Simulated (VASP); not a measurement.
Input of a VASP 6.6.1 run:

Contents of INCAR:

```
ALGO     = Normal         # electronic algorithm
EDIFF    = 1E-6           # SCF threshold, eV
ENCUT    = 500            # plane-wave cutoff, eV
GGA      = PS             # functional
GGA_COMPAT= False        
ISIF     = 2              # what is computed and relaxed
ISMEAR   = 1              # smearing method
LASPH    = True           # aspherical terms in the spheres
LCHARG   = False          # write CHGCAR
LREAL    = False          # projectors in reciprocal space
LWAVE    = False          # write WAVECAR
NBANDS   = 12             # bands
NELM     = 120            # most SCF steps
PREC     = Accurate       # precision mode
SIGMA    = 0.1            # smearing width, eV
```

Contents of KPOINTS:

```
k-points
0
Gamma
  11 11 11
```

Contents of POSCAR:

```
Ti
1.0
   -1.4396355650      1.4396355650      1.4396355650
    1.4396355650     -1.4396355650      1.4396355650
    1.4396355650      1.4396355650     -1.4396355650
Ti
1
Direct
    0.0000000000      0.0000000000      0.0000000000
```

Potentials or basis: VASP PAW PBE potentials, release 64 (Ti_sv).

Launch:

```bash
$ cat potpaw_PBE.64/Ti_sv/POTCAR > POTCAR
$ mpirun -np 1 vasp_std > vasp.out
```

Predict the band gap on the k mesh.

zero (bands 6 and 7 overlap by 2.20 eV).

What does it give for the pressure?

59.3 GPa.

Caveat: the cell stands under pressure; the PAW data sets were made with another functional, which shifts forces and pressure a little.
